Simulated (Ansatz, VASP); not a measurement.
# ZrB: VASP beside Ansatz

File INCAR:

```
PREC = Accurate ; ENCUT = 520
EDIFF = 1E-7 ; ISMEAR = 0
SIGMA = 0.15 ; LREAL = F
LASPH = T ; NELM = 100
ALGO = Normal ; ISIF = 2
LWAVE = F ; LCHARG = F
NBANDS = 14
```

KPOINTS

```
Automatic mesh
0
Gamma
  16 16 16
```

File POSCAR:

```
ZrB
1.0
    0.0000000000      2.4153850465      2.5924327704
    2.3025865648      0.0000000000      2.5924327704
    2.3025865648      2.4153850465      0.0000000000
Zr B
1 1
Direct
    0.0000000000      0.0000000000      0.0000000000
    0.5000000000      0.5000000000      0.5000000000
```

Input for Ansatz:

```yaml
crystal:
  lattice:
    - [0.0, 2.4153850465, 2.5924327704]
    - [2.3025865648, 0.0, 2.5924327704]
    - [2.3025865648, 2.4153850465, 0.0]
  atoms:
    - { symbol: Zr, position: [0.0, 0.0, 0.0] }
    - { symbol: B, position: [0.5, 0.5, 0.5] }
basis:
  ecutwfc: 520.0
kpoints:
  mp_grid: { grid: [16, 16, 16] }
hamiltonian:
  xc: lda
scf:
  occupations: { method: gaussian, width: 0.15 }
output:
  forces: true
  stress: true
  eigenvalues: true
  write_density: true
  write_potential: true
  elf: true
  volumetric_format: npy
```

Change from the starting cell: normal strain along x -0.0467, normal strain along z +0.0733.

Alike in both runs: task single point; functional LDA; k mesh 16 × 16 × 16; occupations gaussian, width 0.15 eV; no spin polarisation.

|  | VASP | Ansatz |
| --- | --- | --- |
| version | VASP 6.6.1 | Ansatz 0.2.0 |
| potentials or method | VASP PAW LDA potentials, release 64 (Zr_sv, B), cutoff 520 eV | scalar-relativistic, plane waves, PAW |
| valence electrons in the cell | 15 | 15 |

|  | VASP | Ansatz | Ansatz less VASP |
| --- | --- | --- | --- |
| gap on the k mesh at the Fermi level (eV) | none | none | - |
| pressure (GPa) | -0.8 | -1.1 | -0.30 |
| traceless stress, the component that is largest in VASP (GPa) | -18.20 | -18.11 | +0.094 |

LDA's correlation is that of Perdew and Zunger in VASP and of Perdew and Wang (1992) in Ansatz. A gap of «none» marks a metal or a gap that the smearing closes.
